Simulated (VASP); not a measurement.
# BaTe (F-43m) in VASP: a series of runs, part 2 of 2

VASP 6.6.1.

### 4 Single point, HSE06

This run uses another cell than the first one, of 59.67 Å³/atom.

The input, POSCAR:

```
BaTe
1.0
    0.0000000000      3.9076298243      3.9076298243
    3.9076298243      0.0000000000      3.9076298243
    3.9076298243      3.9076298243      0.0000000000
Ba Te
1 1
Direct
    0.0000000000      0.0000000000      0.0000000000
    0.2500000000      0.2500000000      0.2500000000
```

The input, INCAR.step1:

```
SYSTEM = BaTe
ALGO     = Normal         ! electronic algorithm
EDIFF    = 1E-5           ! SCF threshold, eV
ENCUT    = 520            ! plane-wave cutoff, eV
GGA      = PE             ! functional
ISIF     = 2              ! what is computed and relaxed
ISMEAR   = -1             ! smearing method
LASPH    = .True.         ! aspherical terms in the spheres
LCHARG   = .False.        ! write CHGCAR
LREAL    = .False.        ! projectors in reciprocal space
LWAVE    = .True.         ! write WAVECAR
NBANDS   = 15             ! bands
NELM     = 100            ! most SCF steps
PREC     = Accurate       ! precision mode
SIGMA    = 0.02           ! smearing width, eV
```

The input, INCAR.step2:

```
SYSTEM = BaTe
ALGO     = Normal         ! electronic algorithm
EDIFF    = 1E-7           ! SCF threshold, eV
ENCUT    = 520            ! plane-wave cutoff, eV
GGA      = PE             ! functional
HFSCREEN = 0.2079         ! screening, 1/A
ISIF     = 2              ! what is computed and relaxed
ISMEAR   = -1             ! smearing method
ISTART   = 1            
LASPH    = .True.         ! aspherical terms in the spheres
LCHARG   = .False.        ! write CHGCAR
LHFCALC  = .True.         ! exact exchange
LREAL    = .False.        ! projectors in reciprocal space
LWAVE    = .False.        ! write WAVECAR
NBANDS   = 15             ! bands
NELM     = 100            ! most SCF steps
PREC     = Accurate       ! precision mode
PRECFOCK = Normal       
SIGMA    = 0.02           ! smearing width, eV
```

The input, KPOINTS:

```
k-points
0
Gamma
  4 4 4
  0 0 0
```

Potentials or basis: VASP PAW PBE potentials, release 64 (Ba_sv, Te).

The run is started by

```
$ cat potpaw_PBE.64/Ba_sv/POTCAR potpaw_PBE.64/Te/POTCAR > POTCAR
$ cp INCAR.step1 INCAR
$ mpirun -np 1 vasp_std > vasp.out
$ cp INCAR.step2 INCAR
$ mpirun -np 1 vasp_std > vasp.out
```

OUTCAR:

```text
SYSTEM = BaTe
   EDIFF = 1E-7
   ENCUT = 520
   GGA = PE
   HFSCREEN = 0.2079
   ISIF = 2
   ISMEAR = -1
   ISTART = 1
   LASPH = .True.
   LHFCALC = .True.
   LREAL = .False.
   NELM = 100
   PREC = Accurate
   PRECFOCK = Normal

 ion  position               nearest neighbor table
   1  0.000  0.000  0.000-   2 3.38   2 3.38   2 3.38   2 3.38
   2  0.250  0.250  0.250-   1 3.38   1 3.38   1 3.38   1 3.38

  LATTYP: Found a face centered cubic cell.
 ALAT       =     7.8152596486

  Lattice vectors:

 A1 = (   0.0000000000,   3.9076298243,   3.9076298243)
 A2 = (   3.9076298243,   0.0000000000,   3.9076298243)
 A3 = (   3.9076298243,   3.9076298243,   0.0000000000)

Analysis of symmetry for initial positions (statically):
=====================================================================
 Subroutine PRICEL returns:
 Original cell was already a primitive cell.

 Routine SETGRP: Setting up the symmetry group for a
 face centered cubic supercell.

 Subroutine GETGRP returns: Found 24 space group operations
 (whereof 24 operations were pure point group operations)
 out of a pool of 48 trial point group operations.

[... 167 lines left out ...]
      6      -0.9503      2.00000
      7      -0.9503      2.00000
      8      -0.9503      2.00000
      9       2.7937      0.00000
     10       4.5978      0.00000
     11       4.5978      0.00000
     12       6.5656      0.00000
     13       6.5656      0.00000
     14       6.5656      0.00000
[... 113 lines left out ...]
      2     -13.6059      2.00000
      3     -13.4389      2.00000
      4     -13.4252      2.00000
      5      -9.5719      2.00000
      6      -1.1047      2.00000
      7      -1.0042      2.00000
      8      -0.5060      2.00000
      9       3.1965      0.00000
     10       4.1418      0.00000
     11       5.2572      0.00000
     12       5.6009      0.00000
     13       6.5162      0.00000
     14       7.5335      0.00000
     15       7.7052      0.00000

------------------------ aborting loop because EDIFF is reached ----------------------------------------

  FORCE on cell =-STRESS in cart. coord.  units (eV):
  Direction    XX          YY          ZZ          XY          YZ          ZX
  --------------------------------------------------------------------------------------
  -------------------------------------------------------------------------------------
  Total        0.0885931      0.0885931      0.0885931     -0.0000000     -0.0000000      0.0000000
  in kB        1.1894333      1.1894333      1.1894333     -0.0000000     -0.0000000      0.0000000
  external PRESSURE =       1.1894333 kB  Pullay stress =       0.0000000 kB

 VOLUME and BASIS-vectors are now :
 -----------------------------------------------------------------------------
  energy-cutoff  :      520.00
  volume of cell :      119.34
      direct lattice vectors                 reciprocal lattice vectors
     0.000000000  3.907629824  3.907629824    -0.127954802  0.127954802  0.127954802
     3.907629824  0.000000000  3.907629824     0.127954802 -0.127954802  0.127954802
     3.907629824  3.907629824  0.000000000     0.127954802  0.127954802 -0.127954802

 POSITION                                       TOTAL-FORCE (eV/Angst)
 -----------------------------------------------------------------------------------
      0.00000      0.00000      0.00000         0.000000      0.000000      0.000000
      1.95381      1.95381      1.95381        -0.000000     -0.000000     -0.000000
 -----------------------------------------------------------------------------------
    total drift:                               -0.000000     -0.000000     -0.000000

  FREE ENERGIE OF THE ION-ELECTRON SYSTEM (eV)
  ---------------------------------------------------
  free  energy   TOTEN  =        -9.2286738296 eV

  energy  without entropy=       -9.2286738295  energy(sigma->0) =       -9.22867383
```

OUTCAR.step1:

```text
SYSTEM = BaTe
   EDIFF = 1E-5
   ENCUT = 520
   GGA = PE
   ISIF = 2
   ISMEAR = -1
   LASPH = .True.
[... 346 lines left out ...]
      0.00000      0.00000      0.00000         0.000000      0.000000     -0.000000
      1.95381      1.95381      1.95381        -0.000000     -0.000000      0.000000
 -----------------------------------------------------------------------------------
    total drift:                               -0.000000     -0.000000     -0.000000

  FREE ENERGIE OF THE ION-ELECTRON SYSTEM (eV)
  ---------------------------------------------------
  free  energy   TOTEN  =        -8.0898359442 eV

  energy  without entropy=       -8.0898359442  energy(sigma->0) =       -8.08983594
```

It took 9.1 min on 1 thread of Intel Xeon 6975P-C (Granite Rapids), shared host; peak memory 0.38 GiB.

What came out:

```
Free energy            : -9.2287 eV
Pressure               : 0.1 GPa
Band gap on the k mesh : 3.30 eV (least direct gap 3.69 eV)
```

Levels at points of the mesh, in eV from the valence-band top:
```tsv
k point	band 4	band 5	band 6	band 7	band 8	band 9	band 10	band 11	band 12	band 13
(0.00, 0.00, 0.00)	-12.87	-9.50	-0.44	-0.44	-0.44	3.30	5.10	5.10	7.07	7.07
(0.50, 0.00, 0.00)	-12.89	-9.17	-0.73	-0.25	-0.25	4.88	5.29	5.29	5.33	6.20
(0.50, 0.50, 0.00)	-12.92	-9.07	-1.02	0.00	0.00	3.69	4.78	5.99	5.99	6.08
```

Caveat: the structure was generated, so it needn't be the stable form of BaTe; the PAW data sets were made with another functional, which shifts forces and pressure a little; spin-orbit coupling is left out, which moves the levels of the heavy elements. A k mesh can miss the band edges.

### 5 Single point, HSE06

The input, POSCAR:

```
BaTe
1.0
    0.0000000000      3.9141586740      3.9141586740
    3.9141586740      0.0000000000      3.9141586740
    3.9141586740      3.9141586740      0.0000000000
Ba Te
1 1
Direct
    0.0000000000      0.0000000000      0.0000000000
    0.2500000000      0.2500000000      0.2500000000
```

The input, INCAR.step1:

```
  ALGO = Normal
  EDIFF = 1E-5
  ENCUT = 520
  GGA = PE
  ISIF = 2
  ISMEAR = 0
  LASPH = T
  LREAL = F
  LWAVE = T
  NBANDS = 15
  NELM = 100
  PREC = Accurate
  SIGMA = 0.01
```

The input, INCAR.step2:

```
  ALGO = Normal
  EDIFF = 1E-7
  ENCUT = 520
  GGA = PE
  HFSCREEN = 0.2079
  ISIF = 2
  ISMEAR = 0
  ISTART = 1
  LASPH = T
  LCHARG = T
  LELF = T
  LHFCALC = T
  LREAL = F
  LVHAR = T
  LWAVE = F
  NBANDS = 15
  NELM = 100
  PREC = Accurate
  PRECFOCK = Normal
  SIGMA = 0.01
```

The input, KPOINTS:

```
k-points
0
Gamma
  4 4 4
```

The run is started by

```
$ cat potpaw_PBE.64/Ba_sv/POTCAR potpaw_PBE.64/Te/POTCAR > POTCAR
$ cp INCAR.step1 INCAR
$ mpirun -np 1 vasp_std > vasp.out
$ cp INCAR.step2 INCAR
$ mpirun -np 1 vasp_std > vasp.out
```

Run time: 11 min. Hardware: 1 thread of Intel Xeon 6975P-C (Granite Rapids), shared host; peak memory 0.38 GiB.

The run converged. Its results:

* Free energy: -9.2289 eV
* Pressure: 0.0 GPa
* Band gap on the k mesh: 3.29 eV (least direct gap 3.69 eV)

Levels at points of the mesh, in eV from the valence-band top:
```tsv
k point	band 5	band 6	band 7	band 8	band 9	band 10	band 11	band 12
(0.00, 0.00, 0.00)	-9.49	-0.44	-0.44	-0.44	3.29	5.10	5.10	7.06
(0.50, 0.00, 0.00)	-9.17	-0.73	-0.24	-0.24	4.87	5.28	5.28	5.32
(0.50, 0.50, 0.00)	-9.07	-1.01	0.00	0.00	3.69	4.77	5.98	5.98
```

Caveat: the structure was generated, so it needn't be the stable form of BaTe; the PAW data sets were made with another functional, which shifts forces and pressure a little; spin-orbit coupling is left out, which moves the levels of the heavy elements. A k mesh can miss the band edges.

### 6 Summary

```csv
task,level,spin,cell,k mesh,cutoff (eV),smearing,grid for exact exchange (PRECFOCK),share of exact exchange,screening parameter,gap on the mesh (eV),pressure (GPa)
relaxation of cell and atoms,r2SCAN,off,"relaxed from a = 5.535 Å, angles 60.0°, 2 atoms",6 × 6 × 6,600,fermi-dirac 0.02 eV,-,-,-,2.94,0.0
single point,PBE,"non-collinear, zero start, SOC","a = 5.535 Å, angles 60.0°, 2 atoms",6 × 6 × 6,520,gaussian 0.01 eV,-,-,-,-,0.2
single point,HSE06,off,"a = 5.526 Å, angles 60.0°, 2 atoms",4 × 4 × 4,520,fermi-dirac 0.02 eV,Normal,0.25,0.2079 1/Å,3.30,0.1
single point,HSE06,off,"a = 5.535 Å, angles 60.0°, 2 atoms",4 × 4 × 4,520,gaussian 0.01 eV,Normal,0.25,0.2079 1/Å,3.29,0.0
```

Alike in all rows: potentials or basis VASP PAW PBE potentials, release 64 (Ba_sv, Te).

Caveats: the structure was generated, so it needn't be the stable form of BaTe; the PAW data sets were made with another functional, which shifts forces and pressure a little (at least some runs); spin-orbit coupling is left out, which moves the levels of the heavy elements (at least some runs).

Total energies depend on the potentials used, so only differences within one code and one set of settings carry meaning.
